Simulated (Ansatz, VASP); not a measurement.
**AgCl in VASP and in Ansatz**

```
Ag Cl
1.0
     0.00000    2.73110    2.80602
     2.73110    0.00000    2.80602
     2.73110    2.73110    0.00000
Ag Cl
1 1
Cartesian
  2.7720 2.7311 2.8060
  -0.1244 0.0000 0.0000
```

Change from the starting cell: mode 4 frozen in at -0.128 Å, equal normal strain along x and y -0.0267.

Alike in both runs: task single point; functional PBE; k mesh 8 × 8 × 8; occupations gaussian, width 0.05 eV; no spin polarisation.

|  | VASP | Ansatz |
| --- | --- | --- |
| version | VASP 6.6.1 | Ansatz 0.2.0 |
| potentials or method | VASP PAW PBE potentials, release 64 (Ag, Cl), cutoff 520 eV | scalar-relativistic, plane waves, PAW |
| valence electrons in the cell | 18 | 26 |

Ansatz gave:

- gap on the k mesh at the Fermi level (eV): 0.87
- least direct gap on the mesh (eV): 2.74
- pressure (GPa): 3.2
- traceless stress, the component that is largest in VASP (GPa): 1.37
- rms of the force components (eV/Å): 0.180

**Question.** What did VASP give for the same quantities?

**Answer.** gap on the k mesh at the Fermi level (eV): 0.86; least direct gap on the mesh (eV): 2.73; pressure (GPa): 3.1; traceless stress, the component that is largest in VASP (GPa): 1.36; rms of the force components (eV/Å): 0.179.

Atom by atom the forces differ by 0.002 eV/Å (rms over components). VASP's potentials hold 18 valence electrons a cell and Ansatz's 26, so a difference there can come from the potentials and not from the codes.
